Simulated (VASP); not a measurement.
The system is NaI.

```
Na I
1.0
     0.00000    3.22972    3.22972
     3.39121    0.00000    3.22972
     3.39121    3.22972    0.00000
Na I
1 1
Direct
  0.00000 0.00000 0.00000
  0.50000 0.50000 0.50000
```

This cell differs from its parent crystal: uniaxial x strain +5.0%.

Base run:

| Property | Result |
| --- | --- |
| Program | VASP 6.6.1 |
| Functional | PBE |
| Potentials or basis | VASP PAW PBE potentials, release 64 (Na_pv, I) |
| Cutoff | 520 eV |
| k mesh | 4 × 4 × 4 |
| Occupations | gaussian, width 0.01 eV |
| Spin | no spin polarisation |

Its results: band gap on the k mesh 3.50 eV, direct; pressure -0.1 GPa.

Task: The run is repeated on the same cell with these changes: functional from PBE to r2SCAN; k mesh from 4 × 4 × 4 to 8 × 8 × 8. What comes out?

Result: Band gap on the k mesh 4.29 eV, direct; pressure -0.7 GPa.

Several settings changed at once, so the effect can't be laid on one alone.

Caveats: spin-orbit coupling is left out, which moves the levels of the heavy elements; the PAW data sets were made with another functional, which shifts forces and pressure a little (some runs).

A k mesh can miss the band edges.
